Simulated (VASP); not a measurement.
Sc3BN2, 6 atoms in the cell. It takes space group P6/mmm (No. 191, hexagonal). Conventional cell: a = 5.943 Å, b = 5.943 Å, c = 3.871 Å, α = 90.00°, β = 90.00°, γ = 120.00°. Within 4.0 Å of Sc (site symmetry mmm) lie 6 Sc at 2.97 to 3.87 Å and 2 B at 2.97 Å and 8 N at 3.25 to 3.92 Å. B (site symmetry 6/mmm) has 2 N at 1.32 Å within 1.8 Å. N (site symmetry 6mm) has 1 N at 1.24 Å and 1 B at 1.32 Å within 1.7 Å. The cell was generated, and may not be a known phase.

* Program: VASP 6.6.1
* Task: single point
* Functional: PBE
* Potentials or basis: VASP PAW PBE potentials, release 64 (Sc_sv, B, N)
* Cutoff: 520 eV
* k mesh: 6 × 6 × 10
* Occupations: gaussian, width 0.1 eV
* Spin: no spin polarisation
* Dipole correction: no
* Further INCAR settings: ALGO = Normal; EDIFF = 1e-06; NBANDS = 32

Potentials or basis: VASP PAW PBE potentials, release 64 (Sc_sv, B, N).

The run is started by

```console
$ cat potpaw_PBE.64/Sc_sv/POTCAR potpaw_PBE.64/B/POTCAR potpaw_PBE.64/N/POTCAR > POTCAR
$ mpirun -np 1 vasp_std > vasp.out
```

Hardware: 1 thread of AMD EPYC 7R13 Processor (Zen 3), on a shared host.

Task: How long does it take, and how much memory?

Result: Wall time 3.2 min on 1 thread of AMD EPYC 7R13 Processor (Zen 3), with other jobs on the host, peak memory 0.29 GiB. Counts: scf iterations 14, k points 42.
